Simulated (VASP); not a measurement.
# BN (I4/mmm) in VASP: single point with HSE06

Aim: the single point of BN with HSE06.

Program: VASP 6.6.1. These are calculated values, not measurements. Logs are shortened: lines on timing, memory, paths and dates and some standing lists are left out, and cuts for length are marked.

**1. The cell of the first run**

The structure is tetragonal, space group I4/mmm (No. 139). Conventional cell: a = 2.346 Å, b = 2.346 Å, c = 3.796 Å, α = 90.00°, β = 90.00°, γ = 90.00°. Within 2.2 Å of B (site symmetry 4/mmm) lie 6 N at 1.66 to 1.90 Å. Within 2.2 Å of N (site symmetry 4/mmm) lie 6 B at 1.66 to 1.90 Å.

**2. Single point, HSE06 (epitaxial xy strain -5.0%)**

POSCAR

```
BN
1.0
    0.0000000000      1.6585346382      1.8979228895
    1.6585346382      0.0000000000      1.8979228895
    1.6585346382      1.6585346382      0.0000000000
B N
1 1
Direct
    0.0000000000      0.0000000000      0.0000000000
    0.5000000000      0.5000000000      0.5000000000
```

INCAR.step1

```
SYSTEM = BN
PREC = Accurate
ENCUT = 520
EDIFF = 1E-5
ISMEAR = -1
SIGMA = 0.02
LREAL = .FALSE.
LASPH = .TRUE.
NELM = 80
ALGO = Normal
ISIF = 2
LWAVE = .TRUE.
LCHARG = .FALSE.
GGA = PE
NBANDS = 11
```

INCAR.step2

```
SYSTEM = BN
PREC = Accurate
ENCUT = 520
EDIFF = 1E-6
ISMEAR = -1
SIGMA = 0.02
LREAL = .FALSE.
LASPH = .TRUE.
NELM = 80
ALGO = Normal
ISIF = 2
LWAVE = .FALSE.
LCHARG = .FALSE.
GGA = PE
LHFCALC = .TRUE.
HFSCREEN = 0.2079
PRECFOCK = Normal
ISTART = 1
NBANDS = 11
```

KPOINTS

```
Automatic mesh
0
G
  8 8 8
  0 0 0
```

Potentials or basis: VASP PAW PBE potentials, release 64 (B, N).

On the command line:

```
> cat potpaw_PBE.64/B/POTCAR potpaw_PBE.64/N/POTCAR > POTCAR
> cp INCAR.step1 INCAR
> mpirun -np 1 vasp_std > vasp.out
> cp INCAR.step2 INCAR
> mpirun -np 1 vasp_std > vasp.out
```

OUTCAR:

```text
SYSTEM = BN
   PREC = Accurate
   ENCUT = 520
   EDIFF = 1E-6
   ISMEAR = -1
   LREAL = .FALSE.
   LASPH = .TRUE.
   NELM = 80
   ISIF = 2
   GGA = PE
   LHFCALC = .TRUE.
   HFSCREEN = 0.2079
   PRECFOCK = Normal
   ISTART = 1

 ion  position               nearest neighbor table
   1  0.000  0.000  0.000-   2 1.66   2 1.66   2 1.66   2 1.66   2 1.90   2 1.90
   2  0.500  0.500  0.500-   1 1.66   1 1.66   1 1.66   1 1.66   1 1.90   1 1.90

  LATTYP: Found a body centered tetragonal cell.
 ALAT       =     2.3455221790
 C/A-ratio  =     1.6183371929

  Lattice vectors:

 A1 = (  -1.6585346382,   0.0000000000,   1.8979228895)
 A2 = (   1.6585346382,   0.0000000000,   1.8979228895)
 A3 = (   0.0000000000,   1.6585346382,  -1.8979228895)

Analysis of symmetry for initial positions (statically):
=====================================================================
 Subroutine PRICEL returns:
 Original cell was already a primitive cell.

 Routine SETGRP: Setting up the symmetry group for a
 body centered tetragonal supercell.

 Subroutine GETGRP returns: Found 16 space group operations
 (whereof 16 operations were pure point group operations)
 out of a pool of 16 trial point group operations.

The static configuration has the point symmetry D_4h.

Analysis of symmetry for dynamics (positions and initial velocities):
=====================================================================
 Subroutine PRICEL returns:
 Original cell was already a primitive cell.

 Routine SETGRP: Setting up the symmetry group for a
 body centered tetragonal supercell.

 Subroutine GETGRP returns: Found 16 space group operations
 (whereof 16 operations were pure point group operations)
 out of a pool of 16 trial point group operations.

The dynamic configuration has the point symmetry D_4h.

 Subroutine INISYM returns: Found 16 space group operations
 (whereof 16 operations are pure point group operations),
 and found     1 'primitive' translations

----------------------------------------------------------------------------------------

                                     Primitive cell

  volume of cell :      10.4414

  direct lattice vectors                    reciprocal lattice vectors
     0.000000000  1.658534638  1.897922889    -0.301470942  0.301470942  0.263445898
     1.658534638  0.000000000  1.897922889     0.301470942 -0.301470942  0.263445898
     1.658534638  1.658534638  0.000000000     0.301470942  0.301470942 -0.263445898

  length of vectors
     2.520485755  2.520485755  2.345522179     0.501171826  0.501171826  0.501171826

  position of ions in fractional coordinates (direct lattice)
     0.000000000  0.000000000  0.000000000
     0.500000000  0.500000000  0.500000000

  ion indices of the primitive-cell ions
   primitive index   ion index
                 1           1
                 2           2

----------------------------------------------------------------------------------------

 KPOINTS: Automatic mesh

Automatic generation of k-mesh.
 Grid dimensions read from file:
 generate k-points for:    8    8    8

 Generating k-lattice:

  Cartesian coordinates                     Fractional coordinates (reciprocal lattice)
    -0.037683868  0.037683868  0.032930737     0.125000000  0.000000000  0.000000000
     0.037683868 -0.037683868  0.032930737     0.000000000  0.125000000  0.000000000
     0.037683868  0.037683868 -0.032930737     0.000000000  0.000000000  0.125000000

  Length of vectors
     0.062646478  0.062646478  0.062646478

  Shift w.r.t. Gamma in fractional coordinates (k-lattice)
     0.000000000  0.000000000  0.000000000

 Subroutine IBZKPT returns following result:
 ===========================================

 Found     59 irreducible k-points:

 Following reciprocal coordinates:
            Coordinates               Weight
  0.000000  0.000000  0.000000      1.000000
  0.125000  0.000000  0.000000      8.000000
  0.250000  0.000000  0.000000      8.000000
  0.375000 -0.000000  0.000000      8.000000
  0.500000  0.000000  0.000000      4.000000
  0.125000  0.125000  0.000000      2.000000
[... 16 lines left out ...]
  0.250000  0.000000  0.125000     16.000000
  0.375000 -0.000000  0.125000     16.000000
 [... further k-points ...]
   k-points           NKPTS =     59   k-points in BZ     NKDIM =    512   number of bands    NBANDS=     11
   number of dos      NEDOS =    301   number of ions     NIONS =      2
   total plane-waves  NPLWV =   7200
   dimension x,y,z NGX =    20 NGY =   20 NGZ =   18
   dimension x,y,z NGXF=    40 NGYF=   40 NGZF=   36
   ions per type =               1   1
   NGX,Y,Z   is equivalent  to a cutoff of  13.19, 13.19, 12.76 a.u.
   NGXF,Y,Z  is equivalent  to a cutoff of  26.38, 26.38, 25.52 a.u.
 SYSTEM =  BN
   PREC   = accura    normal or accurate (medium, high low for compatibility)
   ISTART =      1    job   : 0-new  1-cont  2-samecut
   ICHARG =      0    charge: 1-file 2-atom 10-const
   ISPIN  =      1    spin polarized calculation?
   LNONCOLLINEAR =      F non collinear calculations
   LSORBIT =      F    spin-orbit coupling
   LASPH  =      T    aspherical Exc in radial PAW
   ENCUT  =  520.0 eV  38.22 Ry    6.18 a.u.   4.69  4.69  4.36*2*pi/ulx,y,z
   NELM   =     80;   NELMIN=  2; NELMDL=  0     # of ELM steps
   EDIFF  = 0.1E-05   stopping-criterion for ELM
   LREAL  =      F    real-space projection
   EDIFFG = 0.1E-04   stopping-criterion for IOM
   NSW    =      0    number of steps for IOM
   IBRION =     -1    ionic relax: 0-MD 1-quasi-New 2-CG
   NFREE  =      0    steps in history (QN), initial steepest desc. (CG)
   ISIF   =      2    stress and relaxation
   ISYM   =      3    0-nonsym 1-usesym 2-fastsym
   POTIM  = 0.5000    time-step for ionic-motion
   TEBEG  =    0.0;   TEEND  =   0.0 temperature during run
   PSTRESS=    0.0 pullay stress
   NELECT =       8.0000    total number of electrons
   NUPDOWN=      -1.0000    fix difference up-down
   EMIN   =  10.00;   EMAX   =-10.00  energy-range for DOS
   EFERMI =   0.00;   METHOD = LEGACY
   ISMEAR =    -1;   SIGMA  =   0.02  broadening in eV -4-tet -1-fermi 0-gaus
   EFERMI_NEDOS =   21; number of points for ismear=-14 and -15
   IALGO  =     38    algorithm
   IMIX   =      1    mixing-type and parameters
     AMIX     =   0.40;   BMIX     =  1.00
     AMIX_MAG =   1.60;   BMIX_MAG =  1.00
  volume/ion in A,a.u.               =       5.22        35.23
  Fermi-wavevector in a.u.,A,eV,Ry     =   1.498025  2.830856 30.532530  2.244078
  Thomas-Fermi vector in A             =   2.609837
   LORBIT       =      0    0 simple, 1 ext, 2 COOP (PROOUT), +10 PAW based schemes
   GGA     = PE    functional components
   LHFCALC =     T    Hartree Fock is set to
   PRECFOCK=normal    Normal, Fast or Accurate (Low or Medium for compatibility)
   ENCUT4O =  -1.0   cutoff for four orbital integrals eV
   NKREDX  =     1    reduce k-point grid by
   NKREDY  =     1    reduce k-point grid by
   NKREDZ  =     1    reduce k-point grid by
   AEXX    =    0.2500 exact exchange contribution
   HFSCREEN=    0.2079 screening length (either q_TF or 0.3 A-1)
   HFSCREENC=   0.2079 screening length for correlation (either q_TF or 0.3 A-1)
   ENCUTFOCK=  -1.0 apply spherical cutoff to Coloumb kernel
   IVDW    =     0    specifies the selected vdW correction
   LEPSILON=     F    determine dielectric tensor
   LRPA    =     F    only Hartree local field effects (RPA)
 non-spin polarized calculation
  energy-cutoff  :      520.00
  volume of cell :       10.44
 maximum number of plane-waves:       291
  NGX = 16; NGY = 16; NGZ = 14

 number of electron       8.0000000 magnetization

 Free energy of the ion-electron system (eV)
  ---------------------------------------------------
  ext. energy  EPLUGINS =         0.00000000
  ---------------------------------------------------
  free energy    TOTEN  =       -16.49653162 eV

  energy without entropy =      -16.49653162  energy(sigma->0) =      -16.49653162

 E-fermi :  11.1960     XC(G=0): -11.2438

 val. band max:       10.8061343328   @ k =   0.0000   0.0000   0.0000
 cond. band min:      11.6388233743   @ k =   0.5000   0.0000   0.5000
 fundamental gap:      0.8326890415
 Fermi energy:        11.1959509414

 k-point     1 :       0.0000    0.0000    0.0000
  band No.  band energies     occupation
      1     -14.9446      2.00000
      2       7.9790      2.00000
      3       7.9790      2.00000
      4      10.8061      2.00000
      5      20.0946      0.00000
      6      21.4064      0.00000
      7      27.0544      0.00000
      8      27.0544      0.00000
      9      29.0075      0.00000
     10      31.2931      0.00000
     11      31.2931      0.00000

 k-point     2 :       0.1250    0.0000    0.0000
  band No.  band energies     occupation
      1     -14.4667      2.00000
      2       6.4135      2.00000
      3       8.1515      2.00000
      4      10.1751      2.00000
      5      18.9174      0.00000
      6      22.2002      0.00000
      7      25.2230      0.00000
      8      25.9075      0.00000
      9      29.6980      0.00000
     10      31.1978      0.00000
     11      32.2785      0.00000

 k-point     3 :       0.2500    0.0000    0.0000
  band No.  band energies     occupation
      1     -13.0651      2.00000
      2       2.5542      2.00000
      3       8.6744      2.00000
      4       9.3191      2.00000
      5      16.8017      0.00000
      6      21.8303      0.00000
      7      22.0051      0.00000
      8      25.7091      0.00000
      9      30.5806      0.00000
     10      34.8601      0.00000
     11      35.0522      0.00000

 k-point     4 :       0.3750   -0.0000    0.0000
  band No.  band energies     occupation
      1     -10.9250      2.00000
      2      -1.6517      2.00000
      3       8.7359      2.00000
      4       9.4356      2.00000
      5      15.1956      0.00000
      6      18.9292      0.00000
      7      20.8910      0.00000
      8      26.4020      0.00000
      9      32.9733      0.00000
     10      39.3968      0.00000
     11      40.3377      0.00000

 k-point     5 :       0.5000    0.0000    0.0000
  band No.  band energies     occupation
      1      -9.3150      2.00000
      2      -4.0273      2.00000
      3       8.5331      2.00000
      4       9.8793      2.00000
      5      14.6188      0.00000
      6      17.7203      0.00000
      7      20.4490      0.00000
      8      26.6466      0.00000
      9      34.8814      0.00000
     10      40.4348      0.00000
     11      44.4295      0.00000
[... 211 lines left out ...]
 k-point    21 :       0.5000    0.5000    0.0000
  band No.  band energies     occupation
      1      -8.2309      2.00000
      2      -3.3904      2.00000
      3       4.5913      2.00000
      4       4.5913      2.00000
      5      15.1510      0.00000
      6      21.4557      0.00000
      7      26.7594      0.00000
      8      28.5942      0.00000
      9      28.5942      0.00000
     10      46.9561      0.00000
     11      48.9240      0.00000

 k-point    22 :       0.1250    0.0000    0.1250
  band No.  band energies     occupation
      1     -14.2552      2.00000
      2       6.6375      2.00000
      3       7.4056      2.00000
      4       9.8403      2.00000
      5      19.8642      0.00000
      6      22.3527      0.00000
      7      22.5890      0.00000
      8      26.9823      0.00000
      9      27.2312      0.00000
     10      32.5831      0.00000
     11      34.6799      0.00000

 k-point    23 :       0.2500    0.0000    0.1250
  band No.  band energies     occupation
      1     -13.1042      2.00000
      2       3.7523      2.00000
      3       7.3891      2.00000
      4       8.9965      2.00000
      5      18.4360      0.00000
      6      19.6938      0.00000
      7      23.7752      0.00000
      8      25.9059      0.00000
      9      27.1910      0.00000
     10      36.2124      0.00000
     11      37.3690      0.00000

 k-point    24 :       0.3750   -0.0000    0.1250
  band No.  band energies     occupation
      1     -11.1291      2.00000
      2      -0.2857      2.00000
      3       7.2695      2.00000
      4       8.4528      2.00000
      5      16.2509      0.00000
      6      18.3625      0.00000
      7      23.1594      0.00000
      8      26.8171      0.00000
      9      28.9874      0.00000
     10      39.4262      0.00000
     11      41.4616      0.00000

 [... further k-points ...]
[... 5 lines left out ...]
  --------------------------------------------------------------------------------------
  -------------------------------------------------------------------------------------
  Total        1.3584190      1.3584190     -0.5416370      0.0000000      0.0000000      0.0000000
  in kB      208.4426930    208.4426930    -83.1115197      0.0000000      0.0000000      0.0000000
  external PRESSURE =     111.2579555 kB  Pullay stress =       0.0000000 kB

 VOLUME and BASIS-vectors are now :
 -----------------------------------------------------------------------------
  energy-cutoff  :      520.00
  volume of cell :       10.44
      direct lattice vectors                 reciprocal lattice vectors
     0.000000000  1.658534638  1.897922889    -0.301470942  0.301470942  0.263445898
     1.658534638  0.000000000  1.897922889     0.301470942 -0.301470942  0.263445898
     1.658534638  1.658534638  0.000000000     0.301470942  0.301470942 -0.263445898

 POSITION                                       TOTAL-FORCE (eV/Angst)
 -----------------------------------------------------------------------------------
      0.00000      0.00000      0.00000         0.000000      0.000000     -0.000000
      1.65853      1.65853      1.89792        -0.000000     -0.000000      0.000000
 -----------------------------------------------------------------------------------
    total drift:                                0.000000     -0.000000     -0.000001

  FREE ENERGIE OF THE ION-ELECTRON SYSTEM (eV)
  ---------------------------------------------------
  free  energy   TOTEN  =       -16.4965316166 eV

  energy  without entropy=      -16.4965316166  energy(sigma->0) =      -16.49653162
```

Run time: 27 min. Hardware: 1 thread of Intel Xeon Platinum 8259CL at 2.50GHz (Skylake/Cascade Lake), shared host; peak memory 0.23 GiB.

Results:

```yaml
Free_energy: -16.4965 eV
Pressure: 11.1 GPa
Band_gap_on_the_k_mesh: 0.83 eV (least direct gap 4.74 eV)
```

Stress tensor (GPa, compression positive):
```
20.84  0.00  0.00
 0.00 20.84  0.00
 0.00  0.00 -8.31
```

Caveat: the cell differs from its parent crystal (epitaxial xy strain -5.0%); the stress differs along the axes, from -8 to 21 GPa; the structure was generated, so it needn't be the stable form of BN; the PAW data sets were made with another functional, which shifts forces and pressure a little.
